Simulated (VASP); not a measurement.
The system is BeZn2O3.

```xyz
12
Lattice="0.0982 0.1189 -4.9015 0.0530 5.3155 -0.1292 4.7073 -2.6118 -0.0280" Properties=species:S:1:pos:R:3 pbc="T T T"
Be   -0.0189    0.8831   -0.0370
Be    0.0781    4.4643   -2.5638
Zn    1.5847    3.7152   -4.8988
Zn    1.6074    1.8706   -2.4881
Zn    3.2220   -0.8990   -2.5443
Zn    3.3291    1.0967   -5.0297
O     1.5197    1.7856   -4.4750
O     3.4306   -0.8992   -4.5294
O     0.1637    4.8116   -4.2517
O     1.4830    3.7546   -2.0835
O     3.4013    1.0827   -2.1039
O     0.0653    0.6494   -1.7539
```

```yaml
Program: VASP 6.6.1
Task: relaxation of cell and atoms
Functional: PBE
Potentials_or_basis: VASP PAW PBE potentials, release 64 (Be, Zn, O)
Cutoff: 600 eV
k_mesh: 4 × 4 × 4
Occupations: gaussian, width 0.1 eV
Spin: no spin polarisation
```

At the start: pressure 0.0 GPa; volume 10.27 Å³/atom.

**Question.** Where does the relaxation end?

**Answer.** Over 12 steps the energy falls by 37.6 meV/atom and the volume is 10.24 Å³/atom (-0.3 %); space group P1 (No. 1, to 0.1 Å) before, Cmc2_1 (No. 36, to 0.1 Å).

The path:
```tsv
step	energy change (eV)	largest force (eV/Å)	pressure (GPa)	volume (Å³)
1	0.0000	1.2062	0.04	123.20
2	-0.3477	0.4319	-0.56	123.21
3	-0.3610	0.4749	-0.48	123.20
4	-0.4162	0.2218	0.19	122.62
5	-0.4281	0.2566	0.75	122.20
6	-0.4430	0.1455	-0.29	123.04
7	-0.4440	0.1240	-0.63	123.33
8	-0.4493	0.0632	0.14	122.73
9	-0.4494	0.0602	0.20	122.67
10	-0.4507	0.0349	-0.01	122.84
11	-0.4508	0.0321	-0.03	122.87
12	-0.4511	0.0135	-0.03	122.86
```

Final structure:
```cif
data_structure
_symmetry_space_group_name_H-M 'P 1'
_symmetry_Int_Tables_number 1
_cell_length_a 4.9290
_cell_length_b 5.3620
_cell_length_c 5.3675
_cell_angle_alpha 119.996
_cell_angle_beta 89.998
_cell_angle_gamma 90.046
_cell_volume 122.86
loop_
_atom_site_label
_atom_site_type_symbol
_atom_site_fract_x
_atom_site_fract_y
_atom_site_fract_z
_atom_site_occupancy
Be1 Be 0.00171 0.15527 0.99978 1
Be2 Be 0.50184 0.84468 0.00020 1
Zn1 Zn 0.99976 0.83501 0.31888 1
Zn2 Zn 0.49938 0.48466 0.31987 1
Zn3 Zn 0.49996 0.16499 0.68123 1
Zn4 Zn 0.00006 0.51575 0.68029 1
O1 O 0.90729 0.45867 0.29221 1
O2 O 0.90777 0.16633 0.70740 1
O3 O 0.84276 0.87936 0.99963 1
O4 O 0.40753 0.83384 0.29252 1
O5 O 0.40762 0.54110 0.70784 1
O6 O 0.34271 0.12035 0.00015 1
```
